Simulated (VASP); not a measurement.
# Si2Mo (I4/mmm) in VASP: a series of runs

Si2Mo is run at these levels: PBEsol+D3(BJ), RPBE+D4, PBEsol+D4; tasks: single point.

Everything below comes from runs of VASP 6.6.1. Logs are shortened: lines on timing, memory, paths and dates and some standing lists are left out, and cuts for length are marked.

## Step 1: The cell of the first run

It takes space group I4/mmm (No. 139, tetragonal). Conventional cell: a = 3.156 Å, b = 3.156 Å, c = 7.756 Å, α = 90.00°, β = 90.00°, γ = 90.00°. Within 3.4 Å of Mo (site symmetry 4/mmm) lie 10 Si at 2.57 to 2.60 Å and 4 Mo at 3.16 Å. Within 3.4 Å of Si (site symmetry 4mm) lie 9 Si at 2.57 to 3.16 Å and 5 Mo at 2.57 to 2.60 Å.

## Step 2: Single point, PBEsol+D3(BJ)

Input file INCAR:

```
ALGO = Normal
EDIFF = 1E-7
ENCUT = 520
GGA = PS
ISIF = 2
ISMEAR = -1
IVDW = 12
LASPH = True
LCHARG = False
LREAL = False
LWAVE = False
NBANDS = 18
NELM = 80
PREC = Accurate
SIGMA = 0.05
```

Input file KPOINTS:

```
k-points
0
Gamma
  12 12 12
```

Input file POSCAR:

```
Si2Mo
1.0
   -1.5781361764      1.5781361764      3.8780444527
    1.5781361764     -1.5781361764      3.8780444527
    1.5781361764      1.5781361764     -3.8780444527
Mo Si
1 2
Direct
    0.0000000000      0.0000000000      0.0000000000
    0.6653874467      0.6653874467      0.0000000000
    0.3346125533      0.3346125533      0.0000000000
```

Potentials or basis: VASP PAW PBE potentials, release 64 (Mo_sv, Si).

Launch:

```console
> cat potpaw_PBE.64/Mo_sv/POTCAR potpaw_PBE.64/Si/POTCAR > POTCAR
> mpirun -np 1 vasp_std > vasp.out
```

OUTCAR:

```text
EDIFF = 1E-7
   ENCUT = 520
   GGA = PS
   ISIF = 2
   ISMEAR = -1
   IVDW = 12
   LASPH = True
   LREAL = False
   NELM = 80
   PREC = Accurate
 IVDW          = 12

 ion  position               nearest neighbor table
   1  0.000  0.000  0.000-   2 2.57   3 2.57   2 2.57   3 2.57   2 2.57   3 2.57   3 2.57   2 2.57
                             2 2.60   3 2.60
   2  0.665  0.665  0.000-   3 2.57   1 2.57   1 2.57   1 2.57   1 2.57   3 2.59   3 2.59   3 2.59
                             3 2.59   1 2.60
   3  0.335  0.335  0.000-   2 2.57   1 2.57   1 2.57   1 2.57   1 2.57   2 2.59   2 2.59   2 2.59
                             2 2.59   1 2.60

  LATTYP: Found a body centered tetragonal cell.
 ALAT       =     3.1562723528
 C/A-ratio  =     2.4573572995

  Lattice vectors:

 A1 = (  -1.5781361764,   1.5781361764,   3.8780444527)
 A2 = (   1.5781361764,  -1.5781361764,   3.8780444527)
 A3 = (   1.5781361764,   1.5781361764,  -3.8780444527)

Analysis of symmetry for initial positions (statically):
=====================================================================
 Subroutine PRICEL returns:
 Original cell was already a primitive cell.

 Routine SETGRP: Setting up the symmetry group for a
 body centered tetragonal supercell.

 Subroutine GETGRP returns: Found 16 space group operations
 (whereof 16 operations were pure point group operations)
 out of a pool of 16 trial point group operations.

The static configuration has the point symmetry D_4h.

Analysis of symmetry for dynamics (positions and initial velocities):
=====================================================================
 Subroutine PRICEL returns:
 Original cell was already a primitive cell.

 Routine SETGRP: Setting up the symmetry group for a
 body centered tetragonal supercell.

 Subroutine GETGRP returns: Found 16 space group operations
 (whereof 16 operations were pure point group operations)
 out of a pool of 16 trial point group operations.

The dynamic configuration has the point symmetry D_4h.

 Subroutine INISYM returns: Found 16 space group operations
 (whereof 16 operations are pure point group operations),
 and found     1 'primitive' translations

----------------------------------------------------------------------------------------

                                     Primitive cell

  volume of cell :      38.6333

  direct lattice vectors                    reciprocal lattice vectors
    -1.578136176  1.578136176  3.878044453     0.000000000  0.316829439  0.128930961
[... 89 lines left out ...]
   LREAL  =      F    real-space projection
   EDIFFG = 0.1E-05   stopping-criterion for IOM
   NSW    =      0    number of steps for IOM
   IBRION =     -1    ionic relax: 0-MD 1-quasi-New 2-CG
   NFREE  =      0    steps in history (QN), initial steepest desc. (CG)
   ISIF   =      2    stress and relaxation
   ISYM   =      2    0-nonsym 1-usesym 2-fastsym
   POTIM  = 0.5000    time-step for ionic-motion
   TEBEG  =    0.0;   TEEND  =   0.0 temperature during run
   PSTRESS=    0.0 pullay stress
   NELECT =      22.0000    total number of electrons
   NUPDOWN=      -1.0000    fix difference up-down
   EMIN   =  10.00;   EMAX   =-10.00  energy-range for DOS
   EFERMI =   0.00;   METHOD = LEGACY
   ISMEAR =    -1;   SIGMA  =   0.05  broadening in eV -4-tet -1-fermi 0-gaus
   EFERMI_NEDOS =   21; number of points for ismear=-14 and -15
   IALGO  =     38    algorithm
   IMIX   =      4    mixing-type and parameters
     AMIX     =   0.40;   BMIX     =  1.00
     AMIX_MAG =   1.60;   BMIX_MAG =  1.00
  volume/ion in A,a.u.               =      12.88        86.90
  Fermi-wavevector in a.u.,A,eV,Ry     =   1.356944  2.564252 25.052354  1.841296
  Thomas-Fermi vector in A             =   2.483904
   LORBIT       =      0    0 simple, 1 ext, 2 COOP (PROOUT), +10 PAW based schemes
   GGA     = PS    functional components
   LHFCALC =     F    Hartree Fock is set to
   AEXX    =    0.0000 exact exchange contribution
   IVDW    =    12    specifies the selected vdW correction
   LEPSILON=     F    determine dielectric tensor
   LRPA    =     F    only Hartree local field effects (RPA)
 non-spin polarized calculation
  energy-cutoff  :      520.00
  volume of cell :       38.63
 maximum number of plane-waves:      1056
 NGX is ok and might be reduce to    36
   NGX = 17   NGY = 17   NGZ = 17

 number of electron      22.0000000 magnetization

 Free energy of the ion-electron system (eV)
  ---------------------------------------------------
  ext. energy  EPLUGINS =         0.00000000
  ---------------------------------------------------
  free energy    TOTEN  =       -25.05214733 eV

  energy without entropy =      -25.04986896  energy(sigma->0) =      -25.05100814

 E-fermi :  12.7955     XC(G=0): -12.7046

 val. band max:       12.7314160375   @ k =  -0.4167   0.5000   0.3333
 cond. band min:      12.8155765564   @ k =   0.0833  -0.0000   0.0000
 fundamental gap:      0.0841605188
 Fermi energy:        12.7954635093

 k-point     1 :       0.0000    0.0000    0.0000
  band No.  band energies     occupation
      1     -47.7750      2.00000
      2     -21.9918      2.00000
      3     -21.8836      2.00000
      4     -21.8836      2.00000
      5      -0.9474      2.00000
      6       6.1416      2.00000
[... 481 lines left out ...]
      5       2.0923      2.00000
      6       4.6341      2.00000
[... 10 lines left out ...]
     17      20.3555      0.00000
     18      21.3259      0.00000

 [... further k-points ...]

------------------------ aborting loop because EDIFF is reached ----------------------------------------

 Edisp (eV)   -1.64985

 E8    (eV) :    -1.0893

  FORCE on cell =-STRESS in cart. coord.  units (eV):
  Direction    XX          YY          ZZ          XY          YZ          ZX
  --------------------------------------------------------------------------------------
  -------------------------------------------------------------------------------------
  Total       0.10300     0.10300     0.10229     0.00000    -0.00000     0.00000
  in kB       4.27141     4.27141     4.24197     0.00000    -0.00000     0.00000
  external pressure =        4.26 kB  Pullay stress =        0.00 kB

 VOLUME and BASIS-vectors are now :
 -----------------------------------------------------------------------------
  energy-cutoff  :      520.00
  volume of cell :       38.63
      direct lattice vectors                 reciprocal lattice vectors
    -1.578136176  1.578136176  3.878044453     0.000000000  0.316829439  0.128930961
     1.578136176 -1.578136176  3.878044453     0.316829439  0.000000000  0.128930961
     1.578136176  1.578136176 -3.878044453     0.316829439  0.316829439  0.000000000

 POSITION                                       TOTAL-FORCE (eV/Angst)
 -----------------------------------------------------------------------------------
      0.00000      0.00000      0.00000        -0.000000     -0.000000      0.000000
      0.00000      0.00000      5.16080         0.000000      0.000000      0.001669
      0.00000      0.00000      2.59528        -0.000000     -0.000000     -0.001669
 -----------------------------------------------------------------------------------
    total drift:                               -0.000000      0.000000     -0.000000

  FREE ENERGIE OF THE ION-ELECTRON SYSTEM (eV)
  ---------------------------------------------------
  free  energy   TOTEN  =       -26.7020006366 eV

  energy  without entropy=      -26.6997222701  energy(sigma->0) =      -26.70086145
```

stdout:

```text
POSCAR found type information on POSCAR MoSi
 POSCAR found :  2 types and       3 ions
 scaLAPACK will be used
 -----------------------------------------------------------------------------
|                                                                             |
|                                                                             |
|     You enforced a specific xc type in the INCAR file but a different       |
|     I HOPE YOU KNOW WHAT YOU ARE DOING!                                     |
|                                                                             |
 -----------------------------------------------------------------------------

 LDA part: xc-table for (Slater+PW92), standard interpolation
 POSCAR, INCAR and KPOINTS ok, starting setup
 FFT: planning ... GRIDC
 FFT: planning ... GRID_SOFT
 FFT: planning ... GRID
 WAVECAR not read
 entering main loop
```

Run time: 4.6 min. Hardware: 1 thread of Intel Xeon 8259CL, shared host; peak memory 0.28 GiB.

What came out:

| Property | Result |
| --- | --- |
| Free energy | -26.7020 eV |
| Pressure | 0.4 GPa |
| Band gap on the k mesh | zero (bands 11 and 12 overlap by 0.98 eV) |
| Dispersion energy per atom | -0.550 eV |

Caveat: the PAW data sets were made with another functional, which shifts forces and pressure a little.

## Step 3: Single point, RPBE+D4

This run uses another cell than the first one, of 12.97 Å³/atom.

Input file INCAR:

```
SYSTEM = Si2Mo
PREC = Accurate
ENCUT = 520
EDIFF = 1E-6
ISMEAR = -1
SIGMA = 0.05
LREAL = .False.
LASPH = .True.
NELM = 80
ALGO = Normal
ISIF = 2
LWAVE = .False.
LCHARG = .True.
GGA = RP
IVDW = 13
LELF = .True.
LVHAR = .True.
NBANDS = 18
```

Input file KPOINTS:

```
Automatic mesh
0
Gamma
  12 12 12
  0 0 0
```

Input file POSCAR:

```
Si2Mo
1.0
   -1.5825462224      1.5825462224      3.8846112569
    1.5825462224     -1.5825462224      3.8846112569
    1.5825462224      1.5825462224     -3.8846112569
Mo Si
1 2
Direct
    0.0000000000      0.0000000000      0.0000000000
    0.6657360305      0.6657360305      0.0000000000
    0.3342639695      0.3342639695      0.0000000000
```

Potentials or basis: VASP PAW PBE potentials, release 64 (Mo_sv, Si).

Launch:

```console
> cat potpaw_PBE.64/Mo_sv/POTCAR potpaw_PBE.64/Si/POTCAR > POTCAR
> mpirun -np 1 vasp_std > vasp.out
```

Wall time 4.4 min (1 thread of Intel Xeon 8259CL, shared host); peak memory 0.28 GiB.

The run converged. Its results:

* Free energy: -25.3888 eV
* Pressure: -0.2 GPa
* Largest force: 0.003 eV/Å
* Band gap on the k mesh: zero (bands 11 and 12 overlap by 0.99 eV)
* Dispersion energy per atom: -1.132 eV

Forces in eV/Å, atoms in the order of the input:
```
Mo   0.000  0.000  0.000
Si   0.000  0.000  0.003
Si   0.000  0.000 -0.003
```

Stress tensor (GPa, compression positive):
```
-0.17  0.00  0.00
 0.00 -0.17  0.00
 0.00  0.00 -0.29
```

Levels at points of the mesh, in eV from the Fermi level:
| k point | band 7 | band 8 | band 9 | band 10 | band 11 | band 12 | band 13 | band 14 | band 15 | band 16 |
| --- | --- | --- | --- | --- | --- | --- | --- | --- | --- | --- |
| (0.00, 0.00, 0.00) | -3.37 | -3.19 | -2.72 | -2.72 | 0.40 | 2.99 | 3.38 | 3.68 | 3.68 | 4.25 |
| (0.50, 0.00, 0.00) | -5.07 | -4.59 | -2.70 | -2.65 | -0.55 | 2.40 | 3.15 | 4.31 | 4.35 | 5.55 |
| (0.50, 0.50, 0.00) | -5.82 | -5.18 | -4.58 | -3.20 | -1.19 | 2.46 | 2.90 | 3.24 | 3.40 | 4.78 |
| (0.50, 0.50, 0.50) | -3.70 | -2.32 | -0.60 | -0.60 | -0.48 | -0.48 | 0.55 | 4.85 | 5.63 | 5.96 |

Caveat: the dispersion term is far too large for a dense solid, which distorts pressure and volume; the PAW data sets were made with another functional, which shifts forces and pressure a little.

(Part 1 of 2 ends here.)

The gap in the log of VASP goes by the Fermi energy; the results here count the filled bands.